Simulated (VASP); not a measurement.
# AlRu (Pm-3m) in VASP: a series of runs

Runs on AlRu. Level: PBE. Tasks: single point, relaxation of cell and atoms.

All numbers are computed with VASP 6.6.1; they aren't measurements. Logs are shortened: lines on timing, memory, paths and dates and some standing lists are left out, and cuts for length are marked.

## Step 1: The cell of the first run

Symmetry: Pm-3m, No. 221, cubic system. The conventional cell has a = 2.992 Å, b = 2.992 Å, c = 2.992 Å, α = 90.00°, β = 90.00°, γ = 90.00°. Al (site symmetry m-3m) has 8 Ru at 2.59 Å and 6 Al at 2.99 Å within 3.4 Å. Within 3.4 Å of Ru (site symmetry m-3m) lie 8 Al at 2.59 Å and 6 Ru at 2.99 Å.

## Step 2: Single point, PBE

Contents of INCAR:

```
SYSTEM = AlRu
PREC = Accurate
ENCUT = 520
EDIFF = 1E-7
ISMEAR = 0
SIGMA = 0.1
LREAL = .FALSE.
LASPH = .TRUE.
NELM = 100
ALGO = Normal
ISIF = 2
LWAVE = .FALSE.
LCHARG = .TRUE.
GGA = PE
LELF = .TRUE.
LVHAR = .TRUE.
NBANDS = 16
```

Contents of KPOINTS:

```
Automatic mesh
0
G
  14 14 14
  0 0 0
```

Contents of POSCAR:

```
AlRu
1.0
    2.9916000000      0.0000000000      0.0000000000
    0.0000000000      2.9916000000      0.0000000000
    0.0000000000      0.0000000000      2.9916000000
Al Ru
1 1
Direct
    0.0000000000      0.0000000000      0.0000000000
    0.5000000000      0.5000000000      0.5000000000
```

Potentials or basis: VASP PAW PBE potentials, release 64 (Al, Ru_pv).

Launch:

```sh
$ cat potpaw_PBE.64/Al/POTCAR potpaw_PBE.64/Ru_pv/POTCAR > POTCAR
$ mpirun -np 1 vasp_std > vasp.out
```

OUTCAR:

```text
SYSTEM = AlRu
   PREC = Accurate
   ENCUT = 520
   EDIFF = 1E-7
   ISMEAR = 0
   LREAL = .FALSE.
   LASPH = .TRUE.
   NELM = 100
   ISIF = 2
   GGA = PE

 ion  position               nearest neighbor table
   1  0.000  0.000  0.000-   2 2.59   2 2.59   2 2.59   2 2.59   2 2.59   2 2.59   2 2.59   2 2.59

   2  0.500  0.500  0.500-   1 2.59   1 2.59   1 2.59   1 2.59   1 2.59   1 2.59   1 2.59   1 2.59

  LATTYP: Found a simple cubic cell.
 ALAT       =     2.9916000000

  Lattice vectors:

 A1 = (   2.9916000000,   0.0000000000,   0.0000000000)
 A2 = (   0.0000000000,   2.9916000000,   0.0000000000)
 A3 = (   0.0000000000,   0.0000000000,   2.9916000000)

Analysis of symmetry for initial positions (statically):
=====================================================================
 Subroutine PRICEL returns:
 Original cell was already a primitive cell.

 Routine SETGRP: Setting up the symmetry group for a
 simple cubic supercell.

 Subroutine GETGRP returns: Found 48 space group operations
 (whereof 48 operations were pure point group operations)
 out of a pool of 48 trial point group operations.

The static configuration has the point symmetry O_h .

Analysis of symmetry for dynamics (positions and initial velocities):
=====================================================================
 Subroutine PRICEL returns:
 Original cell was already a primitive cell.

 Routine SETGRP: Setting up the symmetry group for a
 simple cubic supercell.

 Subroutine GETGRP returns: Found 48 space group operations
 (whereof 48 operations were pure point group operations)
 out of a pool of 48 trial point group operations.

The dynamic configuration has the point symmetry O_h .

 Subroutine INISYM returns: Found 48 space group operations
 (whereof 48 operations are pure point group operations),
 and found     1 'primitive' translations

----------------------------------------------------------------------------------------

                                     Primitive cell

  volume of cell :      26.7738

  direct lattice vectors                    reciprocal lattice vectors
     2.991600000  0.000000000  0.000000000     0.334269287  0.000000000  0.000000000
     0.000000000  2.991600000  0.000000000     0.000000000  0.334269287  0.000000000
     0.000000000  0.000000000  2.991600000     0.000000000  0.000000000  0.334269287

  length of vectors
     2.991600000  2.991600000  2.991600000     0.334269287  0.334269287  0.334269287

  position of ions in fractional coordinates (direct lattice)
     0.000000000  0.000000000  0.000000000
     0.500000000  0.500000000  0.500000000

  ion indices of the primitive-cell ions
   primitive index   ion index
                 1           1
                 2           2

----------------------------------------------------------------------------------------

 KPOINTS: Automatic mesh

Automatic generation of k-mesh.
 Grid dimensions read from file:
 generate k-points for:   14   14   14

 Generating k-lattice:

  Cartesian coordinates                     Fractional coordinates (reciprocal lattice)
     0.023876378  0.000000000  0.000000000     0.071428571  0.000000000  0.000000000
     0.000000000  0.023876378  0.000000000     0.000000000  0.071428571  0.000000000
     0.000000000  0.000000000  0.023876378     0.000000000  0.000000000  0.071428571

  Length of vectors
     0.023876378  0.023876378  0.023876378

  Shift w.r.t. Gamma in fractional coordinates (k-lattice)
     0.000000000  0.000000000  0.000000000

 Subroutine IBZKPT returns following result:
 ===========================================

 Found    120 irreducible k-points:

 Following reciprocal coordinates:
            Coordinates               Weight
  0.000000  0.000000  0.000000      1.000000
  0.071429  0.000000  0.000000      6.000000
  0.142857  0.000000  0.000000      6.000000
  0.214286  0.000000  0.000000      6.000000
  0.285714  0.000000  0.000000      6.000000
  0.357143  0.000000  0.000000      6.000000
[... 16 lines left out ...]
  0.285714  0.214286  0.000000     24.000000
  0.357143  0.214286  0.000000     24.000000
 [... further k-points ...]
   k-points           NKPTS =    120   k-points in BZ     NKDIM =    120   number of bands    NBANDS=     16
   number of dos      NEDOS =    301   number of ions     NIONS =      2
   total plane-waves  NPLWV =  13824
   dimension x,y,z NGX =    24 NGY =   24 NGZ =   24
   dimension x,y,z NGXF=    48 NGYF=   48 NGZF=   48
   ions per type =               1   1
   NGX,Y,Z   is equivalent  to a cutoff of  13.34, 13.34, 13.34 a.u.
   NGXF,Y,Z  is equivalent  to a cutoff of  26.67, 26.67, 26.67 a.u.
 SYSTEM =  AlRu
   PREC   = accura    normal or accurate (medium, high low for compatibility)
   ISTART =      0    job   : 0-new  1-cont  2-samecut
   ICHARG =      2    charge: 1-file 2-atom 10-const
   ISPIN  =      1    spin polarized calculation?
   LNONCOLLINEAR =      F non collinear calculations
[... 24 lines left out ...]
     AMIX_MAG =   1.60;   BMIX_MAG =  1.00
  volume/ion in A,a.u.               =      13.39        90.34
  Fermi-wavevector in a.u.,A,eV,Ry     =   1.407087  2.659009 26.938090  1.979894
  Thomas-Fermi vector in A             =   2.529382
   LORBIT       =      0    0 simple, 1 ext, 2 COOP (PROOUT), +10 PAW based schemes
   GGA     = PE    functional components
   LHFCALC =     F    Hartree Fock is set to
   AEXX    =    0.0000 exact exchange contribution
   IVDW    =     0    specifies the selected vdW correction
   LEPSILON=     F    determine dielectric tensor
   LRPA    =     F    only Hartree local field effects (RPA)
 non-spin polarized calculation
 Gauss-broadening in eV      SIGMA  =   0.10
  energy-cutoff  :      520.00
  volume of cell :       26.77
 maximum number of plane-waves:       739
 NGX is ok and might be reduce to    24
   NGX = 11   NGY = 11   NGZ = 11

 number of electron      16.9999995 magnetization

 Free energy of the ion-electron system (eV)
  ---------------------------------------------------
  ext. energy  EPLUGINS =         0.00000000
  ---------------------------------------------------
  free energy    TOTEN  =       -14.25540545 eV

  energy without entropy =      -14.24573384  energy(sigma->0) =      -14.25056964

 E-fermi :  10.7145     XC(G=0): -12.5661

 val. band max:       10.7020250903   @ k =   0.5000   0.2857   0.1429
 cond. band min:      10.7157897044   @ k =   0.1429   0.0714   0.0714
 fundamental gap:      0.0137646141
 Fermi energy:        10.7144778073

 k-point     1 :       0.0000    0.0000    0.0000
  band No.  band energies     occupation
      1     -31.0483      2.00000
      2     -31.0483      2.00000
      3     -31.0483      2.00000
      4       1.0419      2.00000
      5       7.1530      2.00000
      6       7.1530      2.00000
[... 8 lines left out ...]
     15      22.8421      0.00000
     16      25.8255      0.00000

 k-point     2 :       0.0714    0.0000    0.0000
  band No.  band energies     occupation
      1     -31.0588      2.00000
      2     -31.0474      2.00000
      3     -31.0474      2.00000
      4       1.1401      2.00000
      5       7.1873      2.00000
      6       7.1876      2.00000
[... 8 lines left out ...]
     15      22.8424      0.00000
     16      26.1338      0.00000

 k-point     3 :       0.1429    0.0000    0.0000
  band No.  band energies     occupation
      1     -31.0881      2.00000
      2     -31.0449      2.00000
      3     -31.0449      2.00000
      4       1.4300      2.00000
      5       7.2622      2.00000
      6       7.2867      2.00000
[... 8 lines left out ...]
     15      22.8475      0.00000
     16      27.1079      0.00000

 k-point     4 :       0.2143    0.0000    0.0000
  band No.  band energies     occupation
      1     -31.1302      2.00000
      2     -31.0413      2.00000
      3     -31.0413      2.00000
      4       1.8986      2.00000
      5       7.2894      2.00000
      6       7.4366      2.00000
[... 8 lines left out ...]
     15      23.3188      0.00000
     16      27.8510      0.00000
[... 324 lines left out ...]
 k-point    22 :       0.2143    0.2143    0.0000
  band No.  band energies     occupation
      1     -31.1243      2.00000
      2     -31.1196      2.00000
      3     -31.0343      2.00000
      4       2.6820      2.00000
      5       7.4247      2.00000
      6       7.7818      2.00000
[... 8 lines left out ...]
     15      25.3213      0.00000
     16      25.4812      0.00000

 k-point    23 :       0.2857    0.2143    0.0000
  band No.  band energies     occupation
      1     -31.1678      2.00000
      2     -31.1171      2.00000
      3     -31.0304      2.00000
      4       3.2394      2.00000
      5       7.2349      2.00000
      6       7.9812      2.00000
[... 8 lines left out ...]
     15      24.3723      0.00000
     16      26.0273      0.00000

 k-point    24 :       0.3571    0.2143    0.0000
  band No.  band energies     occupation
      1     -31.2087      2.00000
      2     -31.1129      2.00000
      3     -31.0268      2.00000
      4       3.8914      2.00000
      5       6.7932      2.00000
      6       8.1741      2.00000
[... 8 lines left out ...]
     15      23.2650      0.00000
     16      25.0749      0.00000

 [... further k-points ...]
[... 5 lines left out ...]
  --------------------------------------------------------------------------------------
  -------------------------------------------------------------------------------------
  Total        0.4287963      0.4287963      0.4287963     -0.0000000      0.0000000     -0.0000000
  in kB       25.6596712     25.6596712     25.6596712     -0.0000000      0.0000000     -0.0000000
  external PRESSURE =      25.6596712 kB  Pullay stress =       0.0000000 kB

 VOLUME and BASIS-vectors are now :
 -----------------------------------------------------------------------------
  energy-cutoff  :      520.00
  volume of cell :       26.77
      direct lattice vectors                 reciprocal lattice vectors
     2.991600000  0.000000000  0.000000000     0.334269287  0.000000000  0.000000000
     0.000000000  2.991600000  0.000000000     0.000000000  0.334269287  0.000000000
     0.000000000  0.000000000  2.991600000     0.000000000  0.000000000  0.334269287

 POSITION                                       TOTAL-FORCE (eV/Angst)
 -----------------------------------------------------------------------------------
      0.00000      0.00000      0.00000         0.000000      0.000000      0.000000
      1.49580      1.49580      1.49580         0.000000      0.000000      0.000000
 -----------------------------------------------------------------------------------
    total drift:                                0.000000     -0.000000     -0.000000

  FREE ENERGIE OF THE ION-ELECTRON SYSTEM (eV)
  ---------------------------------------------------
  free  energy   TOTEN  =       -14.2554054457 eV

  energy  without entropy=      -14.2457338379  energy(sigma->0) =      -14.25056964
```

Wall time 34 s (1 thread of AMD EPYC 9R45 (Zen 5), shared host); peak memory 0.14 GiB.

Results:

```yaml
Free_energy: -14.2554 eV
Pressure: 2.6 GPa
```

## Step 3: Single point, PBE (volume scaled by 1.03)

Contents of INCAR:

```
PREC = Accurate
ENCUT = 520
EDIFF = 1E-6
ISMEAR = 0
SIGMA = 0.1
LREAL = False
LASPH = True
NELM = 60
ALGO = Normal
ISIF = 2
LWAVE = False
LCHARG = True
GGA = PE
LELF = True
LVHAR = True
NBANDS = 16
```

Contents of KPOINTS:

```
Automatic mesh
0
Gamma
  14 14 14
```

Contents of POSCAR:

```
AlRu
1.0
    3.0338300452      0.0000000000      0.0000000000
    0.0000000000      3.0338300452      0.0000000000
    0.0000000000      0.0000000000      3.0338300452
Al Ru
1 1
Direct
    0.0000000000      0.0000000000      0.0000000000
    0.5000000000      0.5000000000      0.5000000000
```

Potentials or basis: VASP PAW PBE potentials, release 64 (Al, Ru_pv).

Launch:

```sh
$ cat potpaw_PBE.64/Al/POTCAR potpaw_PBE.64/Ru_pv/POTCAR > POTCAR
$ mpirun -np 1 vasp_std > vasp.out
```

Wall time 33 s (1 thread of AMD EPYC 9R45 (Zen 5), shared host); peak memory 0.14 GiB.

It converged, with:

```
Free energy : -14.2435 eV
Pressure    : -5.7 GPa
```

Levels at points of the mesh, in eV from the Fermi level:
```
           k point  band 7  band 8  band 9  band 10  band 11  band 12
(0.00, 0.00, 0.00)    0.17    0.17    0.17     5.88     5.88     5.88
(0.50, 0.00, 0.00)   -1.51   -1.51    0.40     2.14     7.47    10.81
(0.50, 0.50, 0.00)   -1.33   -1.09   -1.09     1.44     5.04     5.82
(0.50, 0.50, 0.50)    1.52    1.52    2.32     4.04     4.04     4.04
```

Caveat: the cell differs from its parent crystal (volume scaled by 1.03).

## Step 4: Single point, PBE (volume scaled by 1.06)

Contents of INCAR:

```
SYSTEM = AlRu
PREC = Accurate
ENCUT = 520
EDIFF = 1E-7
ISMEAR = 0
SIGMA = 0.1
LREAL = .False.
LASPH = .True.
NELM = 100
ALGO = Fast
ISIF = 2
LWAVE = .False.
LCHARG = .False.
GGA = PE
NBANDS = 16
```

Contents of KPOINTS:

```
regular mesh
0
Gamma
  14 14 14
  0 0 0
```

Contents of POSCAR:

```
AlRu
1.0
    3.0630032776      0.0000000000      0.0000000000
    0.0000000000      3.0630032776      0.0000000000
    0.0000000000      0.0000000000      3.0630032776
Al Ru
1 1
Direct
    0.0000000000      0.0000000000      0.0000000000
    0.5000000000      0.5000000000      0.5000000000
```

Launch:

```sh
$ cat potpaw_PBE.64/Al/POTCAR potpaw_PBE.64/Ru_pv/POTCAR > POTCAR
$ mpirun -np 1 vasp_std > vasp.out
```

Wall time 41 s (1 thread of AMD EPYC 9R45 (Zen 5), shared host); peak memory 0.14 GiB.

It converged, with:

| Item | Value |
| --- | --- |
| Free energy | -14.2024 eV |
| Pressure | -10.5 GPa |

Levels at points of the mesh, in eV from the Fermi level:
| k point | band 5 | band 6 | band 7 | band 8 | band 9 | band 10 | band 11 | band 12 | band 13 | band 14 |
| --- | --- | --- | --- | --- | --- | --- | --- | --- | --- | --- |
| (0.00, 0.00, 0.00) | -3.20 | -3.20 | 0.16 | 0.16 | 0.16 | 5.74 | 5.74 | 5.74 | 10.56 | 10.56 |
| (0.50, 0.00, 0.00) | -5.35 | -2.48 | -1.46 | -1.46 | 0.38 | 2.04 | 7.47 | 10.67 | 10.67 | 11.86 |
| (0.50, 0.50, 0.00) | -2.78 | -1.31 | -1.31 | -1.04 | -1.04 | 1.37 | 4.87 | 5.54 | 10.03 | 14.03 |
| (0.50, 0.50, 0.50) | -4.25 | -4.25 | 1.45 | 1.45 | 2.14 | 3.98 | 3.98 | 3.98 | 7.89 | 7.89 |

Caveat: the cell differs from its parent crystal (volume scaled by 1.06).

## Step 5: Single point, PBE (volume scaled by 1.10)

Contents of INCAR:

```
SYSTEM = AlRu
ALGO     = Normal         ! electronic algorithm
EDIFF    = 1E-7           ! SCF threshold, eV
ENCUT    = 520            ! plane-wave cutoff, eV
GGA      = PE             ! functional
ISIF     = 2              ! what is computed and relaxed
ISMEAR   = 0              ! smearing method
LASPH    = .TRUE.         ! aspherical terms in the spheres
LCHARG   = .FALSE.        ! write CHGCAR
LREAL    = .FALSE.        ! projectors in reciprocal space
LWAVE    = .FALSE.        ! write WAVECAR
NBANDS   = 16             ! bands
NELM     = 60             ! most SCF steps
PREC     = Accurate       ! precision mode
SIGMA    = 0.1            ! smearing width, eV
```

Contents of KPOINTS:

```
k-points
0
G
  14 14 14
  0 0 0
```

Contents of POSCAR:

```
AlRu
1.0
    3.1010568988      0.0000000000      0.0000000000
    0.0000000000      3.1010568988      0.0000000000
    0.0000000000      0.0000000000      3.1010568988
Al Ru
1 1
Direct
    0.0000000000      0.0000000000      0.0000000000
    0.5000000000      0.5000000000      0.5000000000
```

Launch:

```sh
$ cat potpaw_PBE.64/Al/POTCAR potpaw_PBE.64/Ru_pv/POTCAR > POTCAR
$ mpirun -np 1 vasp_std > vasp.out
```

It took 31 s on 1 thread of AMD EPYC 9R45 (Zen 5), shared host; peak memory 0.14 GiB.

The run converged. Its results:

```
Free energy : -14.1134 eV
Pressure    : -15.7 GPa
```

Levels at points of the mesh, in eV from the Fermi level:
| k point | band 5 | band 6 | band 7 | band 8 | band 9 | band 10 | band 11 | band 12 | band 13 | band 14 |
| --- | --- | --- | --- | --- | --- | --- | --- | --- | --- | --- |
| (0.00, 0.00, 0.00) | -3.02 | -3.02 | 0.15 | 0.15 | 0.15 | 5.58 | 5.58 | 5.58 | 10.35 | 10.35 |
| (0.50, 0.00, 0.00) | -5.28 | -2.34 | -1.39 | -1.39 | 0.35 | 1.92 | 7.47 | 10.47 | 10.47 | 11.42 |
| (0.50, 0.50, 0.00) | -2.65 | -1.28 | -1.28 | -0.98 | -0.98 | 1.29 | 4.65 | 5.19 | 9.75 | 12.16 |
| (0.50, 0.50, 0.50) | -4.06 | -4.06 | 1.36 | 1.36 | 1.92 | 3.91 | 3.91 | 3.91 | 7.58 | 7.58 |

Caveat: the cell differs from its parent crystal (volume scaled by 1.10).

## Step 6: Relaxation of cell and atoms, PBE

Contents of INCAR:

```
SYSTEM = AlRu
PREC = Accurate
ENCUT = 600
EDIFF = 1E-6
ISMEAR = 0
SIGMA = 0.1
LREAL = .False.
LASPH = .True.
NELM = 60
ALGO = Normal
ISIF = 3
LWAVE = .False.
LCHARG = .False.
GGA = PE
IBRION = 2
NSW = 100
EDIFFG = -0.005
```

Contents of KPOINTS:

```
regular mesh
0
Gamma
  14 14 14
  0 0 0
```

Contents of POSCAR:

```
AlRu
1.0
    2.9916000000      0.0000000000      0.0000000000
    0.0000000000      2.9916000000      0.0000000000
    0.0000000000      0.0000000000      2.9916000000
Al Ru
1 1
Direct
    0.0000000000      0.0000000000      0.0000000000
    0.5000000000      0.5000000000      0.5000000000
```

Potentials or basis: VASP PAW PBE potentials, release 64 (Al, Ru_pv).

Launch:

```sh
$ cat potpaw_PBE.64/Al/POTCAR potpaw_PBE.64/Ru_pv/POTCAR > POTCAR
$ mpirun -np 1 vasp_std > vasp.out
```

It took 51 s on 1 thread of AMD EPYC 9R45 (Zen 5), shared host; peak memory 0.15 GiB.

It converged, with:

| Quantity | Value |
| --- | --- |
| Free energy | -14.2580 eV |
| Relaxed volume | 13.55 Å³/atom |
| Relaxed cell | a = 3.004 Å, b = 3.004 Å, c = 3.004 Å, α = 90.00°, β = 90.00°, γ = 90.00° |
| Space group after relaxing (to 0.05 Å) | Pm-3m (No. 221) |
| Energy gained by relaxing | 1.3 meV/atom |
| Ionic steps | 3 |
| Pressure after relaxing | 0.0 GPa |

The path:
| step | energy change (eV) | largest force (eV/Å) | pressure (GPa) | volume (Å³) |
| --- | --- | --- | --- | --- |
| 1 | 0.0000 | 0.0000 | 2.55 | 26.77 |
| 2 | 0.0033 | 0.0000 | -3.66 | 27.61 |
| 3 | -0.0025 | 0.0000 | -0.02 | 27.10 |

Final structure:
```cif
data_structure
_symmetry_space_group_name_H-M 'P 1'
_symmetry_Int_Tables_number 1
_cell_length_a 3.0038
_cell_length_b 3.0038
_cell_length_c 3.0038
_cell_angle_alpha 90.000
_cell_angle_beta 90.000
_cell_angle_gamma 90.000
_cell_volume 27.10
loop_
_atom_site_label
_atom_site_type_symbol
_atom_site_fract_x
_atom_site_fract_y
_atom_site_fract_z
_atom_site_occupancy
Al1 Al 0.00000 0.00000 0.00000 1
Ru1 Ru 0.50000 0.50000 0.50000 1
```

Levels at points of the mesh, in eV from the Fermi level:
```
           k point  band 7  band 8  band 9  band 10  band 11  band 12
(0.00, 0.00, 0.00)    0.18    0.18    0.18     6.02     6.02     6.02
(0.50, 0.00, 0.00)   -1.57   -1.57    0.42     2.25     7.45    10.97
(0.50, 0.50, 0.00)   -1.36   -1.14   -1.14     1.51     5.24     6.11
(0.50, 0.50, 0.50)    1.60    1.60    2.50     4.11     4.11     4.11
```

PBE usually gives volumes a little too large and moduli too small. Zero-point motion and thermal expansion aren't in these numbers.

## Step 7: The runs side by side

| task | cell | cutoff (eV) | gap on the mesh (eV) | pressure (GPa) |
| --- | --- | --- | --- | --- |
| single point | a = 2.992 Å, 2 atoms | 520 | none | 2.6 |
| single point | a = 3.034 Å, 2 atoms | 520 | none | -5.7 |
| single point | a = 3.063 Å, 2 atoms | 520 | none | -10.5 |
| single point | a = 3.101 Å, 2 atoms | 520 | none | -15.7 |
| relaxation of cell and atoms | relaxed from a = 2.992 Å, 2 atoms | 600 | none | 0.0 |

Alike in all rows: level PBE; potentials or basis VASP PAW PBE potentials, release 64 (Al, Ru_pv); no spin polarisation; k mesh 14 × 14 × 14; smearing gaussian 0.1 eV.

Absolute energies hang on the potentials; compare differences alone.
